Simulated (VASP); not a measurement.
Runs of VASP 6.6.1 on TiC. The structure is that of space group I4/mmm (No. 139), or close to it. The cells are those of the table. 

| cell | gap on the mesh (eV) | pressure (GPa) |
| --- | --- | --- |
| a = 3.156, b = 3.156, c = 2.857 Å, angles 63.1, 63.1, 53.8°, 2 atoms | none | (b) |
| a = 2.974, b = 2.974, c = 3.205 Å, angles 57.4, 57.4, 65.2°, 2 atoms | none | 13.8 |
| a = 3.312, b = 3.312, c = 2.705 Å, angles 65.9, 65.9, 48.2°, 2 atoms | none | 55.9 |
| a = 2.958, b = 2.958, c = 3.298 Å, angles 56.1, 56.1, 67.8°, 2 atoms | none | 31.5 |
| a = 2.951, b = 2.951, c = 3.408 Å, angles 54.7, 54.7, 70.5°, 2 atoms | none | (a) |

Alike in all rows: task single point; level PBEsol; potentials or basis VASP PAW PBE potentials, release 64 (Ti_sv, C); no spin polarisation; k mesh 26 × 26 × 26; cutoff (eV) 520; smearing gaussian 0.15 eV.

Q: Fill in the values left out.

A: (a) 57.2; (b) 16.3.

Caveats: the PAW data sets were made with another functional, which shifts forces and pressure a little; the stress differs along the axes, from -30 to 39 GPa (at least some runs); the stress differs along the axes, from -18 to 77 GPa (at least some runs); the stress differs along the axes, from -35 to 101 GPa (at least some runs); the stress differs along the axes, from -24 to 143 GPa (at least some runs); the stress differs along the axes, from -26 to 224 GPa (at least some runs).

A gap of «none» marks levels without a gap at the run's occupations.
